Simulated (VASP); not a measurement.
A run of VASP 6.6.1 is set up as follows.

Contents of INCAR:

```
ALGO = Normal
EDIFF = 1E-6
ENCUT = 520
GGA = PE
ISIF = 2
ISMEAR = 0
LASPH = True
LCHARG = True
LELF = True
LREAL = False
LVHAR = True
LWAVE = False
NBANDS = 24
NELM = 80
PREC = Accurate
SIGMA = 0.1
```

File KPOINTS:

```
k-points
0
Gamma
  6 6 2
```

The input POSCAR:

```
ScICl2
1.0
    3.6722193978      0.0000000000      0.0000000000
   -1.8361096989      3.1802352868      0.0000000000
    0.0000000000      0.0000000000     13.2814682658
Sc I Cl
1 1 2
Direct
    0.0000000000      0.0000000000      0.5000000000
    0.0000000000      0.0000000000      0.0000000000
    0.0000000000      0.0000000000      0.3292724649
    0.0000000000      0.0000000000      0.6707275351
```

Potentials or basis: VASP PAW PBE potentials, release 64 (Sc_sv, I, Cl).

The run is started by

```sh
$ cat potpaw_PBE.64/Sc_sv/POTCAR potpaw_PBE.64/I/POTCAR potpaw_PBE.64/Cl/POTCAR > POTCAR
$ mpirun -np 1 vasp_std > vasp.out
```

Task: Estimate the pressure.

Result: 0.1 GPa.

Task: What does it give for the largest force?

Result: 0.023 eV/Å.

Task: What does it give for the band gap on the k mesh?

Result: Zero (bands 16 and 17 overlap by 1.14 eV).

Stress tensor (GPa, compression positive):
```
-0.03  0.00  0.00
 0.00 -0.03  0.00
 0.00  0.00  0.24
```

Caveat: spin-orbit coupling is left out, which moves the levels of the heavy elements; this functional lacks dispersion, which binds the layers, so the pressure and a relaxed spacing across them are unreliable.
